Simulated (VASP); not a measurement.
# SrB5Te (P4/mmm) in VASP: notebook

SrB5Te is run at these levels: PBE; tasks: single point, relaxation of cell and atoms.

Program: VASP 6.6.1. These are calculated values, not measurements. Logs are shortened: lines on timing, memory, paths and dates and some standing lists are left out, and cuts for length are marked.

## Step 1: The cell of the first run

Symmetry: P4/mmm, No. 123, tetragonal system. The conventional cell has a = 3.537 Å, b = 3.537 Å, c = 8.031 Å, α = 90.00°, β = 90.00°, γ = 90.00°. Sr (site symmetry 4/mmm) has 12 B at 2.50 to 2.76 Å within 3.3 Å. B (site symmetry 2mm) has 6 B at 2.50 to 2.76 Å and 2 Te at 2.60 Å and 2 Sr at 2.76 Å within 3.3 Å. B (site symmetry 4/mmm) has 4 Sr at 2.50 Å and 8 B at 2.76 Å within 3.3 Å. Te (site symmetry 4/mmm) has 8 B at 2.60 Å within 3.4 Å.

## Step 2: Single point, PBE

The input, INCAR:

```
SYSTEM = SrB5Te
PREC = Accurate ; ENCUT = 520
EDIFF = 1E-6 ; ISMEAR = 0
SIGMA = 0.1 ; LREAL = .False.
LASPH = .True. ; NELM = 100
ALGO = Normal ; ISIF = 2
LWAVE = .False. ; LCHARG = .False.
GGA = PE ; NBANDS = 24
```

The input, KPOINTS:

```
Automatic mesh
0
Gamma
  10 10 6
  0 0 0
```

The input, POSCAR:

```
SrB5Te
1.0
    3.5369843628      0.0000000000      0.0000000000
    0.0000000000      3.5369843628      0.0000000000
    0.0000000000      0.0000000000      8.0306496861
Sr B Te
1 5 1
Direct
    0.0000000000      0.0000000000      0.0000000000
    0.0000000000      0.5000000000      0.2634119049
    0.0000000000      0.5000000000      0.7365880951
    0.5000000000      0.0000000000      0.2634119049
    0.5000000000      0.0000000000      0.7365880951
    0.5000000000      0.5000000000      0.0000000000
    0.0000000000      0.0000000000      0.5000000000
```

Potentials or basis: VASP PAW PBE potentials, release 64 (Sr_sv, B, Te).

On the command line:

```bash
cat potpaw_PBE.64/Sr_sv/POTCAR potpaw_PBE.64/B/POTCAR potpaw_PBE.64/Te/POTCAR > POTCAR
mpirun -np 1 vasp_std > vasp.out
```

OUTCAR:

```text
SYSTEM = SrB5Te
   PREC = Accurate
   ENCUT = 520
   EDIFF = 1E-6
   ISMEAR = 0
   LREAL = .False.
   LASPH = .True.
   NELM = 100
   ISIF = 2
   GGA = PE

 ion  position               nearest neighbor table
   1  0.000  0.000  0.000-   6 2.50   6 2.50   6 2.50   6 2.50   2 2.76   2 2.76   3 2.76   3 2.76
                             4 2.76   5 2.76   4 2.76   5 2.76   7 4.02   7 4.02
   2  0.000  0.500  0.263-   7 2.60   7 2.60   1 2.76   1 2.76
   3  0.000  0.500  0.737-   7 2.60   7 2.60   1 2.76   1 2.76
   4  0.500  0.000  0.263-   7 2.60   7 2.60   1 2.76   1 2.76
   5  0.500  0.000  0.737-   7 2.60   7 2.60   1 2.76   1 2.76
   6  0.500  0.500  0.000-   1 2.50   1 2.50   1 2.50   1 2.50
   7  0.000  0.000  0.500-   2 2.60   3 2.60   4 2.60   5 2.60   2 2.60   3 2.60   4 2.60   5 2.60
                             1 4.02   1 4.02

  LATTYP: Found a simple tetragonal cell.
 ALAT       =     3.5369843628
 C/A-ratio  =     2.2704792734

  Lattice vectors:

 A1 = (   3.5369843628,   0.0000000000,   0.0000000000)
 A2 = (   0.0000000000,   3.5369843628,   0.0000000000)
 A3 = (   0.0000000000,   0.0000000000,   8.0306496861)

Analysis of symmetry for initial positions (statically):
=====================================================================
 Subroutine PRICEL returns:
 Original cell was already a primitive cell.

 Routine SETGRP: Setting up the symmetry group for a
 simple tetragonal supercell.

 Subroutine GETGRP returns: Found 16 space group operations
 (whereof 16 operations were pure point group operations)
 out of a pool of 16 trial point group operations.

The static configuration has the point symmetry D_4h.

Analysis of symmetry for dynamics (positions and initial velocities):
=====================================================================
 Subroutine PRICEL returns:
 Original cell was already a primitive cell.

 Routine SETGRP: Setting up the symmetry group for a
 simple tetragonal supercell.

 Subroutine GETGRP returns: Found 16 space group operations
 (whereof 16 operations were pure point group operations)
 out of a pool of 16 trial point group operations.

The dynamic configuration has the point symmetry D_4h.

 Subroutine INISYM returns: Found 16 space group operations
 (whereof 16 operations are pure point group operations),
 and found     1 'primitive' translations

----------------------------------------------------------------------------------------
[... 108 lines left out ...]
   NFREE  =      0    steps in history (QN), initial steepest desc. (CG)
   ISIF   =      2    stress and relaxation
   ISYM   =      2    0-nonsym 1-usesym 2-fastsym
   POTIM  = 0.5000    time-step for ionic-motion
   TEBEG  =    0.0;   TEEND  =   0.0 temperature during run
   PSTRESS=    0.0 pullay stress
   NELECT =      31.0000    total number of electrons
   NUPDOWN=      -1.0000    fix difference up-down
   EMIN   =  10.00;   EMAX   =-10.00  energy-range for DOS
   EFERMI =   0.00;   METHOD = LEGACY
   ISMEAR =     0;   SIGMA  =   0.10  broadening in eV -4-tet -1-fermi 0-gaus
   EFERMI_NEDOS =   21; number of points for ismear=-14 and -15
   IALGO  =     38    algorithm
   IMIX   =      4    mixing-type and parameters
     AMIX     =   0.40;   BMIX     =  1.00
     AMIX_MAG =   1.60;   BMIX_MAG =  1.00
  volume/ion in A,a.u.               =      14.35        96.85
  Fermi-wavevector in a.u.,A,eV,Ry     =   1.106258  2.090524 16.650901  1.223807
  Thomas-Fermi vector in A             =   2.242756
   LORBIT       =      0    0 simple, 1 ext, 2 COOP (PROOUT), +10 PAW based schemes
   GGA     = PE    functional components
   LHFCALC =     F    Hartree Fock is set to
   AEXX    =    0.0000 exact exchange contribution
   IVDW    =     0    specifies the selected vdW correction
   LEPSILON=     F    determine dielectric tensor
   LRPA    =     F    only Hartree local field effects (RPA)
 non-spin polarized calculation
 Gauss-broadening in eV      SIGMA  =   0.10
  energy-cutoff  :      520.00
  volume of cell :      100.47
 maximum number of plane-waves:      2734
 NGX is ok and might be reduce to    28
   NGX = 13   NGY = 13   NGZ = 29

 number of electron      30.9999999 magnetization

 Free energy of the ion-electron system (eV)
  ---------------------------------------------------
  ext. energy  EPLUGINS =         0.00000000
  ---------------------------------------------------
  free energy    TOTEN  =       -24.64128836 eV

  energy without entropy =      -24.62510918  energy(sigma->0) =      -24.63319877

 E-fermi :   5.2534     XC(G=0): -10.5759

 val. band max:        5.2478153467   @ k =   0.2000   0.0000   0.3333
 cond. band min:       5.2598450563   @ k =   0.5000   0.5000   0.5000
 fundamental gap:      0.0120297096
 Fermi energy:         5.2534082974

 k-point     1 :       0.0000    0.0000    0.0000
  band No.  band energies     occupation
      1     -27.6871      2.00000
      2     -10.3445      2.00000
      3      -9.7948      2.00000
      4      -9.7948      2.00000
      5      -8.8653      2.00000
      6      -4.2686      2.00000
[... 637 lines left out ...]
     23       9.4652      0.00000
     24      10.0601      0.00000

 [... further k-points ...]

------------------------ aborting loop because EDIFF is reached ----------------------------------------

  FORCE on cell =-STRESS in cart. coord.  units (eV):
  Direction    XX          YY          ZZ          XY          YZ          ZX
  --------------------------------------------------------------------------------------
  -------------------------------------------------------------------------------------
  Total        0.0963362      0.0963362      0.1299317      0.0000000      0.0000000      0.0000000
  in kB        1.5363254      1.5363254      2.0720911      0.0000000      0.0000000      0.0000000
  external PRESSURE =       1.7149140 kB  Pullay stress =       0.0000000 kB

 VOLUME and BASIS-vectors are now :
 -----------------------------------------------------------------------------
  energy-cutoff  :      520.00
  volume of cell :      100.47
      direct lattice vectors                 reciprocal lattice vectors
     3.536984363  0.000000000  0.000000000     0.282726724  0.000000000  0.000000000
     0.000000000  3.536984363  0.000000000     0.000000000  0.282726724  0.000000000
     0.000000000  0.000000000  8.030649686     0.000000000  0.000000000  0.124522926

 POSITION                                       TOTAL-FORCE (eV/Angst)
 -----------------------------------------------------------------------------------
      0.00000      0.00000      0.00000        -0.000000      0.000000      0.000000
      0.00000      1.76849      2.11537        -0.000000     -0.000000      0.010835
      0.00000      1.76849      5.91528        -0.000000     -0.000000     -0.010835
      1.76849      0.00000      2.11537        -0.000000      0.000000      0.010835
      1.76849      0.00000      5.91528         0.000000      0.000000     -0.010835
      1.76849      1.76849      0.00000        -0.000000      0.000000      0.000000
      0.00000      0.00000      4.01532        -0.000000      0.000000      0.000000
 -----------------------------------------------------------------------------------
    total drift:                               -0.000000      0.000000     -0.000000

  FREE ENERGIE OF THE ION-ELECTRON SYSTEM (eV)
  ---------------------------------------------------
  free  energy   TOTEN  =       -24.6412883563 eV

  energy  without entropy=      -24.6251091848  energy(sigma->0) =      -24.63319877
```

OSZICAR:

```text
N       E                     dE             d eps       ncg     rms          rms(c)
DAV:   1     0.104780797924E+03    0.10478E+03   -0.13585E+04  4032   0.114E+03
DAV:   2    -0.210219617006E+02   -0.12580E+03   -0.11716E+03  4936   0.207E+02
DAV:   3    -0.288279510603E+02   -0.78060E+01   -0.75572E+01  6416   0.427E+01
DAV:   4    -0.290996228146E+02   -0.27167E+00   -0.27131E+00  5872   0.699E+00
DAV:   5    -0.291044438500E+02   -0.48210E-02   -0.48207E-02  6040   0.906E-01    0.568E+01
DAV:   6    -0.253257858939E+02    0.37787E+01   -0.23462E+01  5752   0.209E+01    0.141E+01
DAV:   7    -0.248639392352E+02    0.46185E+00   -0.50647E+00  5232   0.974E+00    0.186E+01
DAV:   8    -0.246394446161E+02    0.22449E+00   -0.95094E-01  5336   0.417E+00    0.525E+00
DAV:   9    -0.246415630021E+02   -0.21184E-02   -0.84953E-02  5320   0.133E+00    0.259E+00
DAV:  10    -0.246419100921E+02   -0.34709E-03   -0.87291E-03  4968   0.470E-01    0.647E-01
DAV:  11    -0.246412979203E+02    0.61217E-03   -0.18132E-03  5616   0.217E-01    0.189E-01
DAV:  12    -0.246412978128E+02    0.10751E-06   -0.43385E-04  5096   0.100E-01    0.275E-01
DAV:  13    -0.246412936920E+02    0.41208E-05   -0.34152E-05  5816   0.286E-02    0.142E-01
DAV:  14    -0.246412891562E+02    0.45358E-05   -0.16958E-05  4984   0.212E-02    0.631E-02
DAV:  15    -0.246412883563E+02    0.79994E-06   -0.43868E-06  4888   0.104E-02
   1 F= -.24641288E+02 E0= -.24633199E+02  d E =-.161792E-01
```

It took 91 s on 1 thread of Intel Xeon 6975P-C (Granite Rapids), shared host; peak memory 0.34 GiB.

What came out:

```
Free energy   : -24.6413 eV
Pressure      : 0.2 GPa
Largest force : 0.011 eV/Å
```

Forces on the atoms (eV/Å):
```
Sr   0.000  0.000  0.000
B    0.000  0.000  0.011
B    0.000  0.000 -0.011
B    0.000  0.000  0.011
B    0.000  0.000 -0.011
B    0.000  0.000  0.000
Te   0.000  0.000  0.000
```

Levels at points of the mesh, in eV from the Fermi level:
```
           k point  band 13  band 14  band 15  band 16  band 17  band 18
(0.00, 0.00, 0.00)    -1.20    -1.20    -0.65     0.23     1.53     1.53
(0.50, 0.00, 0.00)    -1.38    -1.14    -0.75    -0.66     0.78     1.28
(0.50, 0.50, 0.00)    -2.32    -2.21    -2.16    -2.16    -0.11    -0.11
(0.00, 0.00, 0.50)    -1.17    -0.94    -0.94     0.47     1.22     1.84
(0.50, 0.00, 0.50)    -1.49    -0.74     0.99     1.30     1.55     1.75
(0.50, 0.50, 0.50)    -2.84    -2.84    -1.75    -1.21     0.01     0.01
```

Caveat: spin-orbit coupling is left out, which moves the levels of the heavy elements.

## Step 3: Relaxation of cell and atoms, PBE

This run uses another cell than the first one, of 14.47 Å³/atom, 1.008 times its volume.

The input, INCAR:

```
PREC = Accurate
ENCUT = 600
EDIFF = 1E-6
ISMEAR = 0
SIGMA = 0.1
LREAL = F
LASPH = T
NELM = 100
ALGO = Normal
ISIF = 3
LWAVE = F
LCHARG = F
GGA = PE
IBRION = 2
NSW = 100
EDIFFG = -0.01
```

The input, KPOINTS:

```
Automatic mesh
0
Gamma
  10 10 6
```

The input, POSCAR:

```
SrB5Te
1.0
    3.5892362659      0.0000000000      0.0000000000
    0.0000000000      3.5892362659      0.0000000000
    0.0000000000      0.0000000000      7.8607281390
Sr B Te
1 5 1
Direct
    0.0000000000      0.0000000000      0.0000000000
    0.0000000000      0.5000000000      0.2623943470
    0.0000000000      0.5000000000      0.7376056530
    0.5000000000      0.0000000000      0.2623943470
    0.5000000000      0.0000000000      0.7376056530
    0.5000000000      0.5000000000      0.0000000000
    0.0000000000      0.0000000000      0.5000000000
```

Potentials or basis: VASP PAW PBE potentials, release 64 (Sr_sv, B, Te).

On the command line:

```bash
cat potpaw_PBE.64/Sr_sv/POTCAR potpaw_PBE.64/B/POTCAR potpaw_PBE.64/Te/POTCAR > POTCAR
mpirun -np 1 vasp_std > vasp.out
```

OUTCAR:

```text
PREC = Accurate
   ENCUT = 600
   EDIFF = 1E-6
   ISMEAR = 0
   LREAL = F
   LASPH = T
   NELM = 100
   ISIF = 3
   GGA = PE
   IBRION = 2
   NSW = 100
   EDIFFG = -0.01

 ion  position               nearest neighbor table
   1  0.000  0.000  0.000-   6 2.54   6 2.54   6 2.54   6 2.54   2 2.73   2 2.73   3 2.73   3 2.73
                             4 2.73   5 2.73   4 2.73   5 2.73   7 3.93   7 3.93
   2  0.000  0.500  0.262-   7 2.59   7 2.59   1 2.73   1 2.73
   3  0.000  0.500  0.738-   7 2.59   7 2.59   1 2.73   1 2.73
   4  0.500  0.000  0.262-   7 2.59   7 2.59   1 2.73   1 2.73
   5  0.500  0.000  0.738-   7 2.59   7 2.59   1 2.73   1 2.73
   6  0.500  0.500  0.000-   1 2.54   1 2.54   1 2.54   1 2.54
   7  0.000  0.000  0.500-   2 2.59   3 2.59   4 2.59   5 2.59   2 2.59   3 2.59   4 2.59   5 2.59
                             1 3.93   1 3.93

  LATTYP: Found a simple tetragonal cell.
 ALAT       =     3.5892362659
 C/A-ratio  =     2.1900837829

  Lattice vectors:

 A1 = (   3.5892362659,   0.0000000000,   0.0000000000)
 A2 = (   0.0000000000,   3.5892362659,   0.0000000000)
 A3 = (   0.0000000000,   0.0000000000,   7.8607281390)

Analysis of symmetry for initial positions (statically):
=====================================================================
 Subroutine PRICEL returns:
[... 298 lines left out ...]
  FREE ENERGIE OF THE ION-ELECTRON SYSTEM (eV)
  ---------------------------------------------------
  free  energy   TOTEN  =       -24.6375582288 eV

  energy  without entropy=      -24.6216848978  energy(sigma->0) =      -24.62962156

[... ionic steps 4 to 7 ...]

--------------------------------------- Ionic step        8  -------------------------------------------

 number of electron      31.0000000 magnetization

------------------------ aborting loop because EDIFF is reached ----------------------------------------
[... 77 lines left out ...]
--------------------------------------- Ionic step       10  -------------------------------------------

 number of electron      30.9999999 magnetization

 Free energy of the ion-electron system (eV)
  ---------------------------------------------------
  ext. energy  EPLUGINS =         0.00000000
  ---------------------------------------------------
  free energy    TOTEN  =       -24.64308342 eV

  energy without entropy =      -24.62674221  energy(sigma->0) =      -24.63491282

 E-fermi :   5.2185     XC(G=0): -10.5588

 val. band max:        5.2167575342   @ k =   0.2000   0.0000   0.3333
 cond. band min:       5.2187899904   @ k =   0.5000   0.5000   0.5000
 fundamental gap:      0.0020324562
 Fermi energy:         5.2185468434

 k-point     1 :       0.0000    0.0000    0.0000
  band No.  band energies     occupation
      1     -27.7326      2.00000
      2     -10.3785      2.00000
      3      -9.8394      2.00000
      4      -9.8394      2.00000
      5      -8.8823      2.00000
      6      -4.2889      2.00000
[... 505 lines left out ...]
      6      -4.1318      2.00000
[... 11 lines left out ...]
     18       6.2849      0.00000
     19       7.6375      0.00000

 [... further k-points ...]
[... 5 lines left out ...]
  --------------------------------------------------------------------------------------
  -------------------------------------------------------------------------------------
  Total       -0.0605843     -0.0605843     -0.0391223      0.0000000      0.0000000      0.0000000
  in kB       -0.9623349     -0.9623349     -0.6214279      0.0000000      0.0000000      0.0000000
  external PRESSURE =      -0.8486992 kB  Pullay stress =       0.0000000 kB
[... 22 lines left out ...]
  FREE ENERGIE OF THE ION-ELECTRON SYSTEM (eV)
  ---------------------------------------------------
  free  energy   TOTEN  =       -24.6430834194 eV

  energy  without entropy=      -24.6267422145  energy(sigma->0) =      -24.63491282

 reached required accuracy - stopping structural energy minimisation
```

CONTCAR:

```text
SrB5Te
   1.00000000000000
     3.5423955552150277    0.0000000000000000   -0.0000000000000000
     0.0000000000000000    3.5423955552150277    0.0000000000000000
     0.0000000000000000    0.0000000000000000    8.0380414914123222
  Sr              B               Te
     1     5     1
Direct
     0.0000000000000000    0.0000000000000000    0.0000000000000000
     0.0000000000000000    0.5000000000000000    0.2637617943979325
     0.0000000000000000    0.5000000000000000    0.7362382056020673
     0.5000000000000000    0.0000000000000000    0.2637617943979325
     0.5000000000000000    0.0000000000000000    0.7362382056020673
     0.5000000000000000    0.5000000000000000    1.0000000000000000
     0.0000000000000000    0.0000000000000000    0.5000000000000000

  0.00000000E+00  0.00000000E+00  0.00000000E+00
  0.00000000E+00  0.00000000E+00  0.00000000E+00
  0.00000000E+00  0.00000000E+00  0.00000000E+00
  0.00000000E+00  0.00000000E+00  0.00000000E+00
  0.00000000E+00  0.00000000E+00  0.00000000E+00
  0.00000000E+00  0.00000000E+00  0.00000000E+00
  0.00000000E+00  0.00000000E+00  0.00000000E+00
```

It took 8 min on 1 thread of Intel Xeon 6975P-C (Granite Rapids), shared host; peak memory 0.4 GiB.

What came out:

```yaml
Free_energy: -24.6431 eV
Relaxed_volume: 14.41 Å³/atom
Relaxed_cell: a = 3.542 Å, b = 3.542 Å, c = 8.038 Å, α = 90.00°, β = 90.00°, γ = 90.00°
Space_group_after_relaxing_to_0.05_Å: P4/mmm (No. 123)
Energy_gained_by_relaxing: 1.8 meV/atom
Ionic_steps: 10
Pressure_after_relaxing: -0.1 GPa
```

Step by step:
| step | energy change (eV) | largest force (eV/Å) | pressure (GPa) | volume (Å³) |
| --- | --- | --- | --- | --- |
| 1 | 0.0000 | 0.0167 | 0.21 | 101.27 |
| 2 | -0.0046 | 0.0006 | -0.10 | 101.54 |
| 3 | -0.0072 | 0.0501 | -0.89 | 102.26 |
| 4 | -0.0080 | 0.0322 | -0.62 | 102.01 |
| 5 | -0.0112 | 0.0391 | -0.24 | 101.25 |
| 6 | -0.0118 | 0.0446 | 0.00 | 100.75 |
| 7 | -0.0118 | 0.0450 | 0.02 | 100.72 |
| 8 | -0.0123 | 0.0315 | 0.04 | 100.69 |
| 9 | -0.0127 | 0.0003 | 0.09 | 100.63 |
| 10 | -0.0128 | 0.0011 | -0.08 | 100.87 |

Final structure:
```
Sr B Te
1.0
     3.54240    0.00000    0.00000
     0.00000    3.54240    0.00000
     0.00000    0.00000    8.03804
Sr B Te
1 5 1
Cartesian
  0.0000 0.0000 0.0000
  0.0000 1.7712 2.1201
  0.0000 1.7712 5.9179
  1.7712 0.0000 2.1201
  1.7712 0.0000 5.9179
  1.7712 1.7712 8.0380
  0.0000 0.0000 4.0190
```

Caveat: spin-orbit coupling is left out, which moves the levels of the heavy elements.
